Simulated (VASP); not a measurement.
Input of a VASP 6.6.1 run:

File INCAR:

```
PREC = Accurate
ENCUT = 520
EDIFF = 1E-6
ISMEAR = 0
SIGMA = 0.05
LREAL = False
LASPH = True
NELM = 150
ALGO = Normal
ISIF = 2
LWAVE = False
LCHARG = False
ISPIN = 2
MAGMOM = 2.77 0 0
LORBIT = 11
LMAXMIX = 4
GGA = PE
NBANDS = 24
```

The input KPOINTS:

```
Automatic mesh
0
Gamma
  14 14 6
```

The input POSCAR:

```
MnO2
1.0
    2.8768068094      0.0000000000      0.0000000000
   -1.4384034047      2.4913877787      0.0000000000
    0.0000000000      0.0000000000      5.4464523635
Mn O
1 2
Direct
    0.0000000000      0.0000000000      0.0000000000
    0.3333333333      0.6666666667      0.1753671606
    0.6666666667      0.3333333333      0.8246328394
```

Potentials or basis: VASP PAW PBE potentials, release 64 (Mn_pv, O).

Run with:

```bash
$ cat potpaw_PBE.64/Mn_pv/POTCAR potpaw_PBE.64/O/POTCAR > POTCAR
$ mpirun -np 1 vasp_std > vasp.out
```

(1) What does it give for the site moments?

(2) Estimate the largest force.

(3) Estimate the band gap on the k mesh.

## Answers

(1) Mn +2.85; O +0.04 μB.

(2) 0.086 eV/Å.

(3) 0.99 eV, indirect (least direct gap 1.05 eV).

Caveat: a cell with one magnetic atom can't hold antiferromagnetic order, which such compounds often take.
